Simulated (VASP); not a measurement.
# CO (P2_13) in VASP: further runs, part 2 of 2

VASP 6.6.1. The steps go on from the part before.

## (4) Relaxation of cell and atoms, r2SCAN

This run uses another cell than the first one, of 22.71 Å³/atom.

Contents of POSCAR:

```
CO
1.0
    5.6639354834      0.0000000000      0.0000000000
    0.0000000000      5.6639354834      0.0000000000
    0.0000000000      0.0000000000      5.6639354834
C O
4 4
Direct
    0.9644410114      0.9644410114      0.9644410114
    0.5355589886      0.0355589886      0.4644410114
    0.4644410114      0.5355589886      0.0355589886
    0.0355589886      0.4644410114      0.5355589886
    0.0792260673      0.0792260673      0.0792260673
    0.4207739327      0.9207739327      0.5792260673
    0.5792260673      0.4207739327      0.9207739327
    0.9207739327      0.5792260673      0.4207739327
```

Contents of INCAR.step1:

```
SYSTEM = CO
  PREC = Accurate
  ENCUT = 600
  ISMEAR = 0
  SIGMA = 0.02
  LREAL = .FALSE.
  LASPH = .TRUE.
  NELM = 100
  GGA = PE
  ALGO = Normal
  EDIFF = 1E-4
  LWAVE = .TRUE.
  LCHARG = .FALSE.
```

Contents of INCAR.step2:

```
SYSTEM = CO
  PREC = Accurate
  ENCUT = 600
  EDIFF = 1E-6
  ISMEAR = 0
  SIGMA = 0.02
  LREAL = .FALSE.
  LASPH = .TRUE.
  NELM = 100
  ALGO = Normal
  ISIF = 3
  LWAVE = .FALSE.
  LCHARG = .FALSE.
  METAGGA = R2SCAN
  LMIXTAU = .TRUE.
  IBRION = 2
  NSW = 100
  EDIFFG = -0.01
  ISTART = 1
```

Contents of KPOINTS:

```
Automatic mesh
0
G
  4 4 4
  0 0 0
```

Potentials or basis: VASP PAW PBE potentials, release 64 (C, O).

Run with:

```console
$ cat potpaw_PBE.64/C/POTCAR potpaw_PBE.64/O/POTCAR > POTCAR
$ cp INCAR.step1 INCAR
$ mpirun -np 1 vasp_std > vasp.out
$ cp INCAR.step2 INCAR
$ mpirun -np 1 vasp_std > vasp.out
```

OUTCAR:

```text
SYSTEM = CO
   PREC = Accurate
   ENCUT = 600
   EDIFF = 1E-6
   ISMEAR = 0
   LREAL = .FALSE.
   LASPH = .TRUE.
   NELM = 100
   ISIF = 3
   METAGGA = R2SCAN
   IBRION = 2
   NSW = 100
   EDIFFG = -0.01
   ISTART = 1

 ion  position               nearest neighbor table
   1  0.964  0.964  0.964-   5 1.13
   2  0.536  0.036  0.464-   6 1.13
   3  0.464  0.536  0.036-   7 1.13
   4  0.036  0.464  0.536-   8 1.13
   5  0.079  0.079  0.079-   1 1.13
   6  0.421  0.921  0.579-   2 1.13
   7  0.579  0.421  0.921-   3 1.13
   8  0.921  0.579  0.421-   4 1.13

  LATTYP: Found a simple cubic cell.
 ALAT       =     5.6639354834

  Lattice vectors:

 A1 = (   5.6639354834,   0.0000000000,   0.0000000000)
 A2 = (   0.0000000000,   5.6639354834,   0.0000000000)
[... 297 lines left out ...]
  ---------------------------------------------------
  free  energy   TOTEN  =       -66.1036270065 eV

  energy  without entropy=      -66.1036270065  energy(sigma->0) =      -66.10362701

[... ionic steps 4 to 11 ...]

--------------------------------------- Ionic step       12  -------------------------------------------

 number of electron      39.9999992 magnetization

------------------------ aborting loop because EDIFF is reached ----------------------------------------
[... 79 lines left out ...]
--------------------------------------- Ionic step       14  -------------------------------------------

 number of electron      39.9999990 magnetization

 Free energy of the ion-electron system (eV)
  ---------------------------------------------------
  ext. energy  EPLUGINS =         0.00000000
  ---------------------------------------------------
  free energy    TOTEN  =       -66.11697222 eV

  energy without entropy =      -66.11697222  energy(sigma->0) =      -66.11697222

 E-fermi :  -5.2712     XC(G=0):  -7.0688

 val. band max:       -5.4214581978   @ k =   0.2500   0.0000   0.0000
 cond. band min:       1.1175234991   @ k =   0.2500   0.0000   0.0000
 fundamental gap:      6.5389816969
 Fermi energy:        -5.2712205882

 k-point     1 :       0.0000    0.0000    0.0000
  band No.  band energies     occupation
      1     -27.1252      2.00000
      2     -27.0468      2.00000
      3     -27.0468      2.00000
      4     -27.0468      2.00000
      5     -11.0693      2.00000
      6     -11.0693      2.00000
[... 332 lines left out ...]
  FREE ENERGIE OF THE ION-ELECTRON SYSTEM (eV)
  ---------------------------------------------------
  free  energy   TOTEN  =       -66.1169722165 eV

  energy  without entropy=      -66.1169722165  energy(sigma->0) =      -66.11697222

 reached required accuracy - stopping structural energy minimisation
```

OSZICAR.step1:

```text
N       E                     dE             d eps       ncg     rms          rms(c)
DAV:   1     0.283840479937E+03    0.28384E+03   -0.19939E+04   550   0.150E+03
DAV:   2    -0.338290732838E+02   -0.31767E+03   -0.31161E+03   695   0.313E+02
DAV:   3    -0.619443012628E+02   -0.28115E+02   -0.28010E+02   625   0.104E+02
DAV:   4    -0.625007797571E+02   -0.55648E+00   -0.55611E+00   819   0.148E+01
DAV:   5    -0.625079975838E+02   -0.72178E-02   -0.72151E-02   696   0.163E+00    0.143E+01
DAV:   6    -0.597754294651E+02    0.27326E+01   -0.95379E+00   652   0.203E+01    0.746E+00
DAV:   7    -0.593029348414E+02    0.47249E+00   -0.89098E-01   832   0.664E+00    0.383E+00
DAV:   8    -0.591990133277E+02    0.10392E+00   -0.58896E-01   718   0.468E+00    0.981E-01
DAV:   9    -0.591948424305E+02    0.41709E-02   -0.80418E-02   778   0.167E+00    0.329E-01
DAV:  10    -0.591932058230E+02    0.16366E-02   -0.80078E-03   761   0.593E-01    0.808E-02
DAV:  11    -0.591934512585E+02   -0.24544E-03   -0.71800E-04   714   0.203E-01    0.404E-02
DAV:  12    -0.591934385525E+02    0.12706E-04   -0.13158E-04   552   0.664E-02
   1 F= -.59193439E+02 E0= -.59193439E+02  d E =-.710554E-25
```

It took 23 min on 1 thread of Intel Xeon Platinum 8488C (Sapphire Rapids), shared host; peak memory 0.37 GiB.

Results:

```yaml
Free_energy: -66.1170 eV
Relaxed_volume: 20.72 Å³/atom
Relaxed_cell: a = 5.493 Å, b = 5.493 Å, c = 5.493 Å, α = 90.00°, β = 90.00°, γ = 90.00°
Space_group_after_relaxing_to_0.1_Å: P2_13 (No. 198)
Energy_gained_by_relaxing: 3.9 meV/atom
Ionic_steps: 14
Pressure_after_relaxing: 0.0 GPa
Largest_force_after_relaxing: 0.006 eV/Å
Band_gap_on_the_k_mesh: 6.54 eV
```

Forces in eV/Å, atoms in the order of the input:
```
C    0.000  0.000  0.000
C    0.000  0.000  0.000
C    0.000  0.000  0.000
C    0.000  0.000  0.000
O    0.003  0.003  0.003
O   -0.003 -0.003  0.003
O    0.003 -0.003 -0.003
O   -0.003  0.003 -0.003
```

The path:
```
step  energy change (eV)  largest force (eV/Å)  pressure (GPa)  volume (Å³)
   1              0.0000                1.0697            1.19       181.70
   2              2.0437                8.7081          -12.58       186.17
   3             -0.0175                0.0997           -0.35       182.04
   4             -0.0177                0.0048           -0.22       182.01
   5             -0.0178                0.0242           -0.19       182.00
   6             -0.0186                0.0255           -0.19       181.41
   7             -0.0209                0.0303           -0.17       179.65
   8             -0.0250                0.0450           -0.11       176.18
   9             -0.0300                0.0945            0.06       169.37
  10             -0.0219                0.2885            0.72       156.28
  11             -0.0303                0.1954            0.27       166.49
  12             -0.0306                0.1443            0.20       166.30
  13             -0.0309                0.0173            0.03       165.81
  14             -0.0309                0.0060            0.01       165.77
```

Final structure:
```
CELL_PARAMETERS angstrom
5.49333 0.00000 0.00000
0.00000 5.49333 0.00000
0.00000 0.00000 5.49333
ATOMIC_POSITIONS crystal
C 0.96262 0.96262 0.96262
C 0.53738 0.03738 0.46262
C 0.46262 0.53738 0.03738
C 0.03738 0.46262 0.53738
O 0.08186 0.08186 0.08186
O 0.41814 0.91814 0.58186
O 0.58186 0.41814 0.91814
O 0.91814 0.58186 0.41814
```

Levels at points of the mesh, in eV from the valence-band top:
```tsv
k point	band 18	band 19	band 20	band 21	band 22	band 23
(0.00, 0.00, 0.00)	-0.04	-0.04	-0.04	6.79	6.79	6.79
(0.50, 0.00, 0.00)	-0.61	0.00	0.00	6.60	6.60	7.44
(0.50, 0.50, 0.00)	-0.37	-0.24	-0.24	6.86	6.86	7.18
(0.50, 0.50, 0.50)	-0.34	-0.34	-0.34	7.24	7.24	7.24
```

Caveat: the PAW data sets were made with another functional, which shifts forces and pressure a little.

## (5) Single point, r2SCAN

This run uses another cell than the first one, of 22.77 Å³/atom.

Contents of POSCAR:

```
CO
1.0
    5.6688011318      0.0000000000      0.0000000000
    0.0000000000      5.6688011318      0.0000000000
    0.0000000000      0.0000000000      5.6688011318
C O
4 4
Direct
    0.9661917840      0.9661917840      0.9661917840
    0.5338082160      0.0338082160      0.4661917840
    0.4661917840      0.5338082160      0.0338082160
    0.0338082160      0.4661917840      0.5338082160
    0.0809099388      0.0809099388      0.0809099388
    0.4190900612      0.9190900612      0.5809099388
    0.5809099388      0.4190900612      0.9190900612
    0.9190900612      0.5809099388      0.4190900612
```

Contents of INCAR.step1:

```
SYSTEM = CO
ALGO = Normal
EDIFF = 1E-5
ENCUT = 910
GGA = PE
GGA_COMPAT = .False.
ISMEAR = 0
LASPH = .True.
LCHARG = .False.
LREAL = .False.
LWAVE = .True.
NBANDS = 30
NELM = 120
PREC = Accurate
SIGMA = 0.02
```

Contents of INCAR.step2:

```
SYSTEM = CO
ALGO = Normal
EDIFF = 1E-6
ENCUT = 910
GGA_COMPAT = .False.
ISIF = 2
ISMEAR = 0
ISTART = 1
LASPH = .True.
LCHARG = .True.
LELF = .True.
LMIXTAU = .True.
LREAL = .False.
LVHAR = .True.
LWAVE = .False.
METAGGA = R2SCAN
NBANDS = 30
NELM = 120
PREC = Accurate
SIGMA = 0.02
```

Contents of KPOINTS:

```
k-points
0
Gamma
  4 4 4
  0 0 0
```

Potentials or basis: VASP PAW PBE potentials, release 64 (C_h, O_h).

Run with:

```console
$ cat potpaw_PBE.64/C_h/POTCAR potpaw_PBE.64/O_h/POTCAR > POTCAR
$ cp INCAR.step1 INCAR
$ mpirun -np 1 vasp_std > vasp.out
$ cp INCAR.step2 INCAR
$ mpirun -np 1 vasp_std > vasp.out
```

OUTCAR:

```text
SYSTEM = CO
   EDIFF = 1E-6
   ENCUT = 910
   ISIF = 2
   ISMEAR = 0
   ISTART = 1
   LASPH = .True.
   LREAL = .False.
   METAGGA = R2SCAN
   NELM = 120
   PREC = Accurate

 ion  position               nearest neighbor table
   1  0.966  0.966  0.966-   5 1.13
   2  0.534  0.034  0.466-   6 1.13
   3  0.466  0.534  0.034-   7 1.13
   4  0.034  0.466  0.534-   8 1.13
   5  0.081  0.081  0.081-   1 1.13
   6  0.419  0.919  0.581-   2 1.13
   7  0.581  0.419  0.919-   3 1.13
   8  0.919  0.581  0.419-   4 1.13

  LATTYP: Found a simple cubic cell.
 ALAT       =     5.6688011318

  Lattice vectors:

 A1 = (   5.6688011318,   0.0000000000,   0.0000000000)
 A2 = (   0.0000000000,   5.6688011318,   0.0000000000)
 A3 = (   0.0000000000,   0.0000000000,   5.6688011318)

Analysis of symmetry for initial positions (statically):
=====================================================================
[... 175 lines left out ...]
 cond. band min:       1.2822093957   @ k =   0.2500   0.2500   0.0000
 fundamental gap:      6.7523148849
 Fermi energy:        -5.2974614378

 k-point     1 :       0.0000    0.0000    0.0000
  band No.  band energies     occupation
      1     -27.1087      2.00000
      2     -27.0525      2.00000
      3     -27.0525      2.00000
      4     -27.0525      2.00000
      5     -11.1506      2.00000
      6     -11.1506      2.00000
[... 352 lines left out ...]
     29       6.8136      0.00000
     30       6.8136      0.00000

------------------------ aborting loop because EDIFF is reached ----------------------------------------

  FORCE on cell =-STRESS in cart. coord.  units (eV):
  Direction    XX          YY          ZZ          XY          YZ          ZX
  --------------------------------------------------------------------------------------
  -------------------------------------------------------------------------------------
  Total       -0.2792414     -0.2792414     -0.2792414     -0.0000000      0.0000000     -0.0000000
  in kB       -2.4559342     -2.4559342     -2.4559342     -0.0000000      0.0000000     -0.0000000
  external PRESSURE =      -2.4559342 kB  Pullay stress =       0.0000000 kB

 VOLUME and BASIS-vectors are now :
 -----------------------------------------------------------------------------
  energy-cutoff  :      910.00
  volume of cell :      182.17
      direct lattice vectors                 reciprocal lattice vectors
     5.668801132  0.000000000  0.000000000     0.176404142  0.000000000  0.000000000
     0.000000000  5.668801132  0.000000000     0.000000000  0.176404142  0.000000000
     0.000000000  0.000000000  5.668801132     0.000000000  0.000000000  0.176404142

 POSITION                                       TOTAL-FORCE (eV/Angst)
 -----------------------------------------------------------------------------------
      5.47715      5.47715      5.47715         0.019109      0.019109      0.019109
      3.02605      0.19165      2.64275        -0.019109     -0.019109      0.019109
      2.64275      3.02605      0.19165         0.019109     -0.019109     -0.019109
      0.19165      2.64275      3.02605        -0.019109      0.019109     -0.019109
      0.45866      0.45866      0.45866        -0.021088     -0.021088     -0.021088
      2.37574      5.21014      3.29306         0.021088      0.021088     -0.021088
      3.29306      2.37574      5.21014        -0.021088      0.021088      0.021088
      5.21014      3.29306      2.37574         0.021088     -0.021088      0.021088
 -----------------------------------------------------------------------------------
    total drift:                                0.000000      0.000000      0.000000

  FREE ENERGIE OF THE ION-ELECTRON SYSTEM (eV)
  ---------------------------------------------------
  free  energy   TOTEN  =       -66.8848347488 eV

  energy  without entropy=      -66.8848347488  energy(sigma->0) =      -66.88483475
```

Wall time 8.6 min (1 thread of Intel Xeon Platinum 8259CL at 2.50GHz (Skylake/Cascade Lake), shared host); peak memory 0.5 GiB.

Results:

```
Free energy            : -66.8848 eV
Pressure               : -0.2 GPa
Largest force          : 0.037 eV/Å
Band gap on the k mesh : 6.75 eV
```

Forces in eV/Å, atoms in the order of the input:
```
C    0.019  0.019  0.019
C   -0.019 -0.019  0.019
C    0.019 -0.019 -0.019
C   -0.019  0.019 -0.019
O   -0.021 -0.021 -0.021
O    0.021  0.021 -0.021
O   -0.021  0.021  0.021
O    0.021 -0.021  0.021
```

Levels at points of the mesh, in eV from the valence-band top:
```tsv
k point	band 16	band 17	band 18	band 19	band 20	band 21	band 22	band 23	band 24	band 25
(0.00, 0.00, 0.00)	-2.84	-1.10	-0.03	-0.03	-0.03	6.98	6.98	6.98	7.64	7.64
(0.50, 0.00, 0.00)	-2.89	-0.53	-0.53	0.00	0.00	6.79	6.79	7.52	7.52	7.80
(0.50, 0.50, 0.00)	-2.84	-0.33	-0.33	-0.20	-0.20	7.01	7.01	7.30	7.30	7.92
(0.50, 0.50, 0.50)	-2.82	-0.28	-0.28	-0.28	-0.28	7.35	7.35	7.35	7.35	7.76
```

Caveat: the cutoff is under 1.25 times the usual one of these potentials, so pressure, stress and relaxed cells hold a basis-set (Pulay) error; the PAW data sets were made with another functional, which shifts forces and pressure a little. A k mesh can miss the band edges.

## (6) Summary

```csv
task,potentials or basis,cell,cutoff (eV),smearing,gap on the mesh (eV),pressure (GPa),largest force (eV/Å)
single point,"VASP PAW PBE potentials, release 64 (C_h, O_h)","a = 5.630 Å, 8 atoms, atomic positions A",910,gaussian 0.1 eV,7.12,12.0,9.59
single point,"VASP PAW PBE potentials, release 64 (C_h, O_h)","a = 5.664 Å, 8 atoms, atomic positions B",910,gaussian 0.1 eV,6.74,-0.2,-
relaxation of cell and atoms,"VASP PAW PBE potentials, release 64 (C, O)","relaxed from a = 5.664 Å, 8 atoms, atomic positions B",600,gaussian 0.02 eV,6.54,0.0,0.01
single point,"VASP PAW PBE potentials, release 64 (C_h, O_h)","a = 5.669 Å, 8 atoms, atomic positions C",910,gaussian 0.02 eV,6.75,-0.2,0.04
```

Alike in all rows: level r2SCAN; no spin polarisation; k mesh 4 × 4 × 4.

Caveats: the PAW data sets were made with another functional, which shifts forces and pressure a little; the cutoff is under 1.25 times the usual one of these potentials, so pressure, stress and relaxed cells hold a basis-set (Pulay) error (at least some runs); the cell stands under pressure (at least some runs).

Absolute energies hang on the potentials; compare differences alone.
